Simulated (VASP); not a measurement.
Crystal: ZnO.

```
Zn O
1.0
    -1.96874    1.96874    3.46549
     1.96874   -1.96874    3.46549
     1.96874    1.96874   -3.46549
Zn O
2 2
Cartesian
  0.0000 0.0000 0.0000
  0.0000 0.0000 3.4655
  0.0000 0.0000 1.9096
  0.0000 0.0000 5.0214
```

The cell was built from a structure type or drawn by symmetry, and may not be a known phase.

- Program: VASP 6.6.1
- Task: relaxation of cell and atoms
- Functional: PBE
- Potentials or basis: VASP PAW PBE potentials, release 64 (Zn, O_h)
- Cutoff: 910 eV
- k mesh: 6 × 6 × 6
- Occupations: gaussian, width 0.1 eV
- Spin: no spin polarisation

At the start: pressure 25.4 GPa; volume 13.43 Å³/atom.

Where does the relaxation end?

Over 15 steps the energy falls by 547.3 meV/atom and the volume is 17.55 Å³/atom (+30.7 %); space group I4/mmm (No. 139, to 0.1 Å) before, P4/mmm (No. 123, to 0.1 Å).

The path:
```csv
step,energy change (eV),largest force (eV/Å),pressure (GPa),volume (Å³)
1,0.0000,8.8673,25.41,53.73
2,0.7616,0.8063,-11.12,71.66
3,0.0454,0.6972,-10.96,67.23
4,-0.5187,0.6547,-9.34,63.89
5,-1.2626,0.2058,-2.41,58.69
6,-1.2849,2.0446,5.59,56.18
7,-1.3291,0.9190,1.12,57.41
8,-1.3304,1.0662,1.71,57.22
9,-1.8368,1.9798,11.37,59.86
10,-1.8673,1.0673,8.81,59.45
11,-2.1465,0.4507,1.86,66.39
12,-2.1798,0.0469,-2.11,71.40
13,-2.1834,0.1422,-1.17,70.17
14,-2.1615,0.2779,2.65,70.25
15,-2.1892,0.0305,-0.03,70.20
```

Final structure:
```
CELL_PARAMETERS angstrom
-2.25247 2.25247 3.45914
2.25247 -2.25247 3.45914
2.25247 2.25247 -3.45914
ATOMIC_POSITIONS crystal
Zn 0.00000 0.00000 0.00000
Zn 0.50000 0.50000 0.00000
O 0.24991 0.24991 0.00000
O 0.75009 0.75009 0.00000
```

Caveat: the cutoff is under 1.25 times the usual one of these potentials, so pressure, stress and relaxed cells hold a basis-set (Pulay) error; the volume moved by over 15 % at a fixed basis, so the end points are rough.
